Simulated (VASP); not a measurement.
Input of a VASP 6.6.1 run:

File INCAR:

```
  ALGO = Normal
  EDIFF = 1E-6
  EDIFFG = -0.01
  ENCUT = 600
  IBRION = 2
  ISIF = 3
  ISMEAR = -1
  LASPH = True
  LCHARG = False
  LREAL = False
  LWAVE = False
  NELM = 80
  NSW = 60
  PREC = Accurate
  SIGMA = 0.05
```

Contents of KPOINTS:

```
k-points
0
Gamma
  12 12 12
```

POSCAR

```
Si2Mo
1.0
   -1.6000000000      1.6000000000      3.9305000000
    1.6000000000     -1.6000000000      3.9305000000
    1.6000000000      1.6000000000     -3.9305000000
Mo Si
1 2
Direct
    0.0000000000      0.0000000000      0.0000000000
    0.6670000000      0.6670000000      0.0000000000
    0.3330000000      0.3330000000      0.0000000000
```

Potentials or basis: VASP PAW LDA potentials, release 64 (Mo_sv, Si).

Run with:

```sh
$ cat potpaw_LDA.64/Mo_sv/POTCAR potpaw_LDA.64/Si/POTCAR > POTCAR
$ mpirun -np 1 vasp_std > vasp.out
```

Problem. Estimate the space group after relaxing (to 0.1 Å).

Solution. I4/mmm (No. 139).

Problem. What does it give for the band gap on the k mesh?

Solution. Zero (bands 11 and 12 overlap by 0.94 eV).

Final structure:
```
Mo Si
1.0
    -1.58840    1.58840    3.89176
     1.58840   -1.58840    3.89176
     1.58840    1.58840   -3.89176
Mo Si
1 2
Cartesian
  0.0000 0.0000 7.7835
  0.0000 0.0000 5.1744
  0.0000 0.0000 2.6091
```

LDA usually gives volumes a few per cent too small. Zero-point motion and thermal expansion aren't in these numbers.
